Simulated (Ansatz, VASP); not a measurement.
Pt: VASP beside Ansatz

```xyz
2
Lattice="0.0000 2.5661 2.5661 2.5661 0.0000 2.5661 2.5661 2.5661 0.0000" Properties=species:S:1:pos:R:3 pbc="T T T"
Pt   -0.6415   -0.6415   -0.6415
Pt    0.6415    0.6415    0.6415
```

Change from the starting cell: volume scaled by 0.75, LAPW.

Alike in both runs: task single point; functional LDA; k mesh 12 × 12 × 12; occupations fermi-dirac, width 0.1 eV; no spin polarisation.

|  | VASP | Ansatz |
| --- | --- | --- |
| version | VASP 6.6.1 | Ansatz 0.2.0 |
| potentials or method | VASP PAW LDA potentials, release 64 (Pt), cutoff 520 eV | all-electron LAPW, scalar-relativistic |

Ansatz gave:

| Property | Result |
| --- | --- |
| pressure (GPa) | 88.2 |

Q: What did VASP give for the same quantities?

A: Pressure (GPa): 85.5.

LDA's correlation is that of Perdew and Zunger in VASP and of Perdew and Wang (1992) in Ansatz. Both programs put the cell under a high pressure, so it lies far from rest at this level. Ansatz ran all-electron here, and VASP with PAW potentials.

Spin-orbit coupling is off throughout. Noted on VASP's run: the cell as given lies far from equilibrium.
